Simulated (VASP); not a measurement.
# Si8N in VASP: notebook

Runs on Si8N. Level: PBE. Tasks: single point.

All numbers are computed with VASP 6.6.1; they aren't measurements. Logs are shortened: lines on timing, memory, paths and dates and some standing lists are left out, and cuts for length are marked.

**1. The cell of the first run**

The cell holds a slab with vacuum, 18 atoms: a = 7.702 Å, b = 6.365 Å, c = 22.253 Å, α = 90.00°, β = 90.00°, γ = 90.00°.

**2. Single point, PBE**

INCAR reads:

```
PREC = Accurate ; ENCUT = 1000
EDIFF = 1E-6 ; ISMEAR = 0
SIGMA = 0.05 ; LREAL = Auto
LASPH = T ; NELM = 120
ALGO = Normal ; ISIF = 2
LWAVE = F ; LCHARG = F
LDIPOL = T ; IDIPOL = 3
DIPOL = 0.5 0.5 0.306 ; GGA = PE
NBANDS = 52 ; GGA_COMPAT = F
NELMDL = -8
```

KPOINTS reads:

```
regular mesh
0
Gamma
  4 4 1
```

POSCAR reads:

```
Si8N
1.0
    7.7021642883      0.0000000000      0.0000000000
    0.0000000000      6.3646813592      0.0000000000
    0.0000000000      0.0000000000     22.2525434180
Si N
16 2
Direct
    0.0000000000      0.9370679227      0.1797547330
    0.5000000000      0.9370679227      0.1797547330
    0.0000000000      0.5629320773      0.1797547330
    0.5000000000      0.5629320773      0.1797547330
    0.2500000000      0.4370679227      0.2297135909
    0.7500000000      0.4370679227      0.2297135909
    0.2500000000      0.0629320773      0.2297135909
    0.7500000000      0.0629320773      0.2297135909
    0.2500000000      0.9333044641      0.3302593493
    0.7500000000      0.9333044641      0.3302593493
    0.2500000000      0.5666955359      0.3302593493
    0.7500000000      0.5666955359      0.3302593493
    0.0000000000      0.4259907503      0.3708584346
    0.5000000000      0.4259907503      0.3708584346
    0.0000000000      0.0740092497      0.3708584346
    0.5000000000      0.0740092497      0.3708584346
    0.0000000000      0.3395763693      0.5326376943
    0.0000000000      0.5124051314      0.5326376943
```

Potentials or basis: VASP PAW PBE potentials, release 64 (Si, N_h).

Launch:

```console
cat potpaw_PBE.64/Si/POTCAR potpaw_PBE.64/N_h/POTCAR > POTCAR
mpirun -np 1 vasp_std > vasp.out
```

OUTCAR:

```text
PREC = Accurate
   ENCUT = 1000
   EDIFF = 1E-6
   ISMEAR = 0
   LREAL = Auto
   LASPH = T
   NELM = 120
   ISIF = 2
   GGA = PE
   NELMDL = -8

 ion  position               nearest neighbor table
   1  0.000  0.937  0.180-   7 2.36   8 2.36   3 2.38
   2  0.500  0.937  0.180-   7 2.36   8 2.36   4 2.38
   3  0.000  0.563  0.180-   5 2.36   6 2.36   1 2.38
   4  0.500  0.563  0.180-   5 2.36   6 2.36   2 2.38
   5  0.250  0.437  0.230-   3 2.36   4 2.36   7 2.38  11 2.38
   6  0.750  0.437  0.230-   3 2.36   4 2.36   8 2.38  12 2.38
   7  0.250  0.063  0.230-   1 2.36   2 2.36   5 2.38   9 2.38
   8  0.750  0.063  0.230-   1 2.36   2 2.36   6 2.38  10 2.38
   9  0.250  0.933  0.330-  15 2.31  16 2.31  11 2.33   7 2.38
  10  0.750  0.933  0.330-  15 2.31  16 2.31  12 2.33   8 2.38
  11  0.250  0.567  0.330-  13 2.31  14 2.31   9 2.33   5 2.38
  12  0.750  0.567  0.330-  13 2.31  14 2.31  10 2.33   6 2.38
  13  0.000  0.426  0.371-  15 2.24  12 2.31  11 2.31
  14  0.500  0.426  0.371-  16 2.24  12 2.31  11 2.31
  15  0.000  0.074  0.371-  13 2.24  10 2.31   9 2.31
  16  0.500  0.074  0.371-  14 2.24  10 2.31   9 2.31
  17  0.000  0.340  0.533-  18 1.10
  18  0.000  0.512  0.533-  17 1.10

  LATTYP: Found a simple orthorhombic cell.
 ALAT       =     6.3646813592
 B/A-ratio  =     1.2101413808
 C/A-ratio  =     3.4962541190

  Lattice vectors:

 A1 = (   0.0000000000,  -6.3646813592,   0.0000000000)
 A2 = (   7.7021642883,   0.0000000000,   0.0000000000)
 A3 = (   0.0000000000,   0.0000000000,  22.2525434180)

Analysis of symmetry for initial positions (statically):
=====================================================================
 Subroutine PRICEL returns:
 Original cell was already a primitive cell.

 Routine SETGRP: Setting up the symmetry group for a
 simple orthorhombic supercell.

 Subroutine GETGRP returns: Found  2 space group operations
 (whereof  2 operations were pure point group operations)
 out of a pool of  8 trial point group operations.

The static configuration has the point symmetry C_1h.

Analysis of symmetry for dynamics (positions and initial velocities):
=====================================================================
 Subroutine PRICEL returns:
 Original cell was already a primitive cell.

 Routine SETGRP: Setting up the symmetry group for a
 simple orthorhombic supercell.

 Subroutine GETGRP returns: Found  2 space group operations
 (whereof  2 operations were pure point group operations)
 out of a pool of  8 trial point group operations.

The dynamic configuration has the point symmetry C_1h.

 Subroutine INISYM returns: Found  2 space group operations
 (whereof  2 operations are pure point group operations),
 and found     1 'primitive' translations

----------------------------------------------------------------------------------------

                                     Primitive cell

  volume of cell :    1090.8602

  direct lattice vectors                    reciprocal lattice vectors
     7.702164288  0.000000000  0.000000000     0.129833637  0.000000000  0.000000000
     0.000000000  6.364681359  0.000000000     0.000000000  0.157117056  0.000000000
     0.000000000  0.000000000 22.252543418     0.000000000  0.000000000  0.044938683

  length of vectors
     7.702164288  6.364681359 22.252543418     0.129833637  0.157117056  0.044938683

  position of ions in fractional coordinates (direct lattice)
     0.000000000  0.937067923  0.179754733
     0.500000000  0.937067923  0.179754733
     0.000000000  0.562932077  0.179754733
     0.500000000  0.562932077  0.179754733
     0.250000000  0.437067923  0.229713591
     0.750000000  0.437067923  0.229713591
[... 10 lines left out ...]
     0.000000000  0.339576369  0.532637694
     0.000000000  0.512405131  0.532637694

  ion indices of the primitive-cell ions
   primitive index   ion index
                 1           1
                 2           2
                 3           3
                 4           4
                 5           5
                 6           6
[... 10 lines left out ...]
                17          17
                18          18

----------------------------------------------------------------------------------------

 KPOINTS: regular mesh

Automatic generation of k-mesh.
 Grid dimensions read from file:
 generate k-points for:    4    4    1

 Generating k-lattice:

  Cartesian coordinates                     Fractional coordinates (reciprocal lattice)
     0.032458409  0.000000000  0.000000000     0.250000000  0.000000000  0.000000000
     0.000000000  0.039279264  0.000000000     0.000000000  0.250000000  0.000000000
     0.000000000  0.000000000  0.044938683     0.000000000  0.000000000  1.000000000

  Length of vectors
     0.032458409  0.039279264  0.044938683

  Shift w.r.t. Gamma in fractional coordinates (k-lattice)
     0.000000000  0.000000000  0.000000000

 Subroutine IBZKPT returns following result:
 ===========================================

 Found      9 irreducible k-points:

 Following reciprocal coordinates:
            Coordinates               Weight
  0.000000  0.000000  0.000000      1.000000
  0.250000  0.000000  0.000000      2.000000
  0.500000  0.000000  0.000000      1.000000
  0.000000  0.250000  0.000000      2.000000
  0.250000  0.250000  0.000000      4.000000
  0.500000  0.250000  0.000000      2.000000
  0.000000  0.500000  0.000000      1.000000
  0.250000  0.500000  0.000000      2.000000
  0.500000  0.500000  0.000000      1.000000
   k-points           NKPTS =      9   k-points in BZ     NKDIM =      9   number of bands    NBANDS=     52
   number of dos      NEDOS =    301   number of ions     NIONS =     18
   total plane-waves  NPLWV = ******
   dimension x,y,z NGX =    80 NGY =   70 NGZ =  240
   dimension x,y,z NGXF=   160 NGYF=  140 NGZF=  480
   ions per type =              16   2
   NGX,Y,Z   is equivalent  to a cutoff of  17.27, 18.28, 17.93 a.u.
   NGXF,Y,Z  is equivalent  to a cutoff of  34.53, 36.57, 35.86 a.u.
 SYSTEM =  unknown system
   PREC   = accura    normal or accurate (medium, high low for compatibility)
   ISTART =      0    job   : 0-new  1-cont  2-samecut
   ICHARG =      2    charge: 1-file 2-atom 10-const
   ISPIN  =      1    spin polarized calculation?
   LNONCOLLINEAR =      F non collinear calculations
   LSORBIT =      F    spin-orbit coupling
   LASPH  =      T    aspherical Exc in radial PAW
   ENCUT  = 1000.0 eV  73.50 Ry    8.57 a.u.  19.86 16.41 57.38*2*pi/ulx,y,z
   NELM   =    120;   NELMIN=  2; NELMDL= -8     # of ELM steps
   EDIFF  = 0.1E-05   stopping-criterion for ELM
   LREAL  =      T    real-space projection
   EDIFFG = 0.1E-04   stopping-criterion for IOM
   NSW    =      0    number of steps for IOM
   IBRION =     -1    ionic relax: 0-MD 1-quasi-New 2-CG
   NFREE  =      0    steps in history (QN), initial steepest desc. (CG)
   ISIF   =      2    stress and relaxation
   ISYM   =      2    0-nonsym 1-usesym 2-fastsym
   POTIM  = 0.5000    time-step for ionic-motion
   TEBEG  =    0.0;   TEEND  =   0.0 temperature during run
   PSTRESS=    0.0 pullay stress
   NELECT =      74.0000    total number of electrons
   NUPDOWN=      -1.0000    fix difference up-down
   EMIN   =  10.00;   EMAX   =-10.00  energy-range for DOS
   EFERMI =   0.00;   METHOD = LEGACY
   ISMEAR =     0;   SIGMA  =   0.05  broadening in eV -4-tet -1-fermi 0-gaus
   EFERMI_NEDOS =   21; number of points for ismear=-14 and -15
   IALGO  =     38    algorithm
   IMIX   =      4    mixing-type and parameters
     AMIX     =   0.40;   BMIX     =  1.00
     AMIX_MAG =   1.60;   BMIX_MAG =  1.00
  volume/ion in A,a.u.               =      60.60       408.97
  Fermi-wavevector in a.u.,A,eV,Ry     =   0.667671  1.261715  6.065263  0.445784
  Thomas-Fermi vector in A             =   1.742349
   LORBIT       =      0    0 simple, 1 ext, 2 COOP (PROOUT), +10 PAW based schemes
   GGA     = PE    functional components
   LHFCALC =     F    Hartree Fock is set to
   AEXX    =    0.0000 exact exchange contribution
   IVDW    =     0    specifies the selected vdW correction
   LEPSILON=     F    determine dielectric tensor
   LRPA    =     F    only Hartree local field effects (RPA)
 non-spin polarized calculation
 Gauss-broadening in eV      SIGMA  =   0.05
  energy-cutoff  :     1000.00
  volume of cell :     1090.86
 maximum number of plane-waves:     78396
 NGX is ok and might be reduce to    80
   NGX = 39   NGY = 33   NGZ =115

 number of electron      74.0000000 magnetization

 dipolmoment           0.000000      0.000000     -0.056984 electrons x Angstroem

 Free energy of the ion-electron system (eV)
  ---------------------------------------------------
  ext. energy  EPLUGINS =         0.00000000
  ---------------------------------------------------
  free energy    TOTEN  =       -95.57590193 eV

  energy without entropy =      -95.56823658  energy(sigma->0) =      -95.57206925

 E-fermi :  -1.4178     XC(G=0):  -3.7673

 val. band max:       -1.4540019313   @ k =   0.0000   0.2500   0.0000
 cond. band min:      -1.4088769861   @ k =   0.0000   0.0000   0.0000
 fundamental gap:      0.0451249452
 Fermi energy:        -1.4178279626

 k-point     1 :       0.0000    0.0000    0.0000
  band No.  band energies     occupation
      1     -25.0907      2.00000
      2     -12.9528      2.00000
      3     -11.6524      2.00000
      4     -11.2936      2.00000
      5     -10.6419      2.00000
      6     -10.4183      2.00000
[... 41 lines left out ...]
     48       1.4911      0.00000
     49       1.5956      0.00000

 k-point     2 :       0.2500    0.0000    0.0000
  band No.  band energies     occupation
      1     -25.0907      2.00000
      2     -12.8186      2.00000
      3     -11.8107      2.00000
      4     -11.5162      2.00000
      5     -10.5044      2.00000
      6     -10.4977      2.00000
[... 41 lines left out ...]
     48       1.3732      0.00000
     49       1.4636      0.00000

 k-point     3 :       0.5000    0.0000    0.0000
  band No.  band energies     occupation
      1     -25.0907      2.00000
      2     -12.4249      2.00000
      3     -12.4237      2.00000
      4     -11.1171      2.00000
      5     -11.1139      2.00000
      6     -10.3686      2.00000
[... 41 lines left out ...]
     48       2.0944      0.00000
     49       2.0945      0.00000

 k-point     4 :       0.0000    0.2500    0.0000
  band No.  band energies     occupation
      1     -25.0907      2.00000
      2     -12.7545      2.00000
      3     -11.4625      2.00000
      4     -11.2899      2.00000
      5     -11.1130      2.00000
      6     -10.3756      2.00000
[... 41 lines left out ...]
     48       1.1807      0.00000
     49       1.4462      0.00000

 k-point     5 :       0.2500    0.2500    0.0000
  band No.  band energies     occupation
      1     -25.0907      2.00000
      2     -12.6208      2.00000
      3     -11.6206      2.00000
      4     -11.3280      2.00000
      5     -11.1586      2.00000
      6     -10.3771      2.00000
[... 41 lines left out ...]
     48       1.4156      0.00000
     49       1.4329      0.00000

 k-point     6 :       0.5000    0.2500    0.0000
  band No.  band energies     occupation
      1     -25.0907      2.00000
      2     -12.2292      2.00000
      3     -12.2279      2.00000
      4     -10.9366      2.00000
      5     -10.9329      2.00000
      6     -10.7789      2.00000
[... 41 lines left out ...]
     48       1.3444      0.00000
     49       1.3597      0.00000

 k-point     7 :       0.0000    0.5000    0.0000
  band No.  band energies     occupation
      1     -25.0907      2.00000
      2     -12.2143      2.00000
      3     -12.1308      2.00000
      4     -10.9542      2.00000
      5     -10.8423      2.00000
      6     -10.6765      2.00000
[... 41 lines left out ...]
     48       0.9328      0.00000
     49       1.0019      0.00000

 k-point     8 :       0.2500    0.5000    0.0000
  band No.  band energies     occupation
      1     -25.0907      2.00000
      2     -12.0802      2.00000
      3     -12.0007      2.00000
      4     -11.0707      2.00000
      5     -11.0648      2.00000
      6     -10.8286      2.00000
[... 41 lines left out ...]
     48       1.2446      0.00000
     49       1.2907      0.00000

 k-point     9 :       0.5000    0.5000    0.0000
  band No.  band energies     occupation
      1     -25.0907      2.00000
      2     -11.6877      2.00000
      3     -11.6850      2.00000
      4     -11.6233      2.00000
      5     -11.6231      2.00000
      6     -10.4826      2.00000
[... 41 lines left out ...]
     48       1.9102      0.00000
     49       1.9469      0.00000
 [bands above 49 left out]

------------------------ aborting loop because EDIFF is reached ----------------------------------------

 vacuum level on the upper side and lower side of the slab       (xc-potential included)        -0.166         0.067

  FORCE on cell =-STRESS in cart. coord.  units (eV):
  Direction    XX          YY          ZZ          XY          YZ          ZX
  --------------------------------------------------------------------------------------
  -------------------------------------------------------------------------------------
  Total        2.8472951     -1.7622924     -2.7297479      0.0000000      0.0779810      0.0000000
  in kB        4.1819031     -2.5883288     -4.0092581      0.0000000      0.1145330      0.0000000
  external PRESSURE =      -0.8052279 kB  Pullay stress =       0.0000000 kB

 VOLUME and BASIS-vectors are now :
 -----------------------------------------------------------------------------
  energy-cutoff  :     1000.00
  volume of cell :     1090.86
      direct lattice vectors                 reciprocal lattice vectors
     7.702164288  0.000000000  0.000000000     0.129833637  0.000000000  0.000000000
     0.000000000  6.364681359  0.000000000     0.000000000  0.157117056  0.000000000
     0.000000000  0.000000000 22.252543418     0.000000000  0.000000000  0.044938683

 POSITION                                       TOTAL-FORCE (eV/Angst)
 -----------------------------------------------------------------------------------
      0.00000      5.96414      4.00000         0.000000     -0.814873      0.657907
      3.85108      5.96414      4.00000         0.000000     -0.808845      0.660773
      0.00000      3.58288      4.00000         0.000000      0.815096      0.658445
      3.85108      3.58288      4.00000         0.000000      0.805397      0.651985
      1.92554      2.78180      5.11171        -0.001001      0.016619     -0.625006
      5.77662      2.78180      5.11171         0.001001      0.016619     -0.625006
[... 10 lines left out ...]
      0.00000      2.16130     11.85254         0.000000     -0.389808      0.089063
      0.00000      3.26130     11.85254         0.000000      0.413310      0.071555
 -----------------------------------------------------------------------------------
    total drift:                               -0.000000      0.004354     -0.004993

  FREE ENERGIE OF THE ION-ELECTRON SYSTEM (eV)
  ---------------------------------------------------
  free  energy   TOTEN  =       -95.5759019264 eV

  energy  without entropy=      -95.5682365816  energy(sigma->0) =      -95.57206925

 vacuum level on the upper side and lower side of the slab         3.115         3.328
```

It took 41 min on 1 thread of AMD EPYC 9R45 (Zen 5), shared host; peak memory 2.4 GiB.

What came out:

- Free energy: -95.5759 eV
- Largest force: 1.048 eV/Å
- Band gap on the k mesh: zero (bands 37 and 38 overlap by 0.35 eV)

Forces on the atoms (eV/Å):
```
Si   0.000 -0.815  0.658
Si   0.000 -0.809  0.661
Si   0.000  0.815  0.658
Si   0.000  0.805  0.652
Si  -0.001  0.017 -0.625
Si   0.001  0.017 -0.625
Si   0.002 -0.018 -0.626
Si  -0.002 -0.018 -0.626
Si  -0.008 -0.001 -0.007
Si   0.008 -0.001 -0.007
Si  -0.002  0.005 -0.008
Si   0.002  0.005 -0.008
Si   0.000 -0.066 -0.160
Si   0.000 -0.068 -0.019
Si   0.000  0.041 -0.052
Si   0.000  0.068 -0.026
N    0.000 -0.390  0.089
N    0.000  0.413  0.072
```

**3. Single point, PBE**

INCAR reads:

```
  ALGO = Normal
  DIPOL = 0.5 0.5 0.303
  EDIFF = 1E-6
  ENCUT = 520
  GGA = PE
  GGA_COMPAT = False
  IDIPOL = 3
  ISIF = 2
  ISMEAR = 0
  LASPH = True
  LCHARG = False
  LDIPOL = True
  LREAL = False
  LWAVE = False
  NBANDS = 52
  NELM = 120
  NELMDL = -8
  PREC = Accurate
  SIGMA = 0.05
```

KPOINTS reads:

```
k-points
0
Gamma
  4 4 1
```

Edit POSCAR of step 2 so:

```diff
@@ -24,3 +24,3 @@
     0.5000000000      0.0740092497      0.3708584346
-    0.0000000000      0.3395763693      0.5326376943
-    0.0000000000      0.5124051314      0.5326376943
+    0.0000000000      0.3262999781      0.5056744843
+    0.0000000000      0.5256815226      0.5056744843
```

Potentials or basis: VASP PAW PBE potentials, release 64 (Si, N).

Launch:

```console
cat potpaw_PBE.64/Si/POTCAR potpaw_PBE.64/N/POTCAR > POTCAR
mpirun -np 1 vasp_std > vasp.out
```

It took 25 min on 1 thread of Oxide Virtual Turin-like, shared host; peak memory 1 GiB.

Results (log left out):

```
Free energy            : -93.9747 eV
Largest force          : 12.527 eV/Å
Band gap on the k mesh : zero (bands 37 and 38 overlap by 0.33 eV)
```

Forces in eV/Å, atoms in the order of the input:
```
Si    0.000  -0.800   0.646
Si    0.000  -0.759   0.684
Si    0.000   0.808   0.646
Si    0.000   0.731   0.583
Si   -0.015   0.010  -0.614
Si    0.015   0.010  -0.614
Si    0.016  -0.021  -0.632
Si   -0.016  -0.021  -0.632
Si   -0.040   0.042  -0.006
Si    0.040   0.042  -0.006
Si    0.006   0.021   0.018
Si   -0.006   0.021   0.018
Si    0.000  -0.061  -0.586
Si    0.000  -0.090   0.004
Si    0.000  -0.105  -0.022
Si    0.000   0.086  -0.033
N     0.000  12.523   0.291
N     0.000 -12.440   0.255
```

Levels at points of the mesh, in eV from the Fermi level:
```tsv
k point	band 35	band 36	band 37	band 38	band 39	band 40
(0.00, 0.00, 0.00)	-0.54	-0.15	-0.09	-0.01	0.30	0.80
(0.50, 0.00, 0.00)	-1.04	-0.12	-0.05	0.57	0.70	0.84
(0.00, 0.50, 0.00)	-0.97	-0.94	-0.52	0.23	0.39	0.65
(0.50, 0.50, 0.00)	-0.53	-0.44	-0.43	0.26	0.27	0.40
```

(Part 1 of 2 ends here.)

The gap in the log of VASP goes by the Fermi energy; the results here count the filled bands.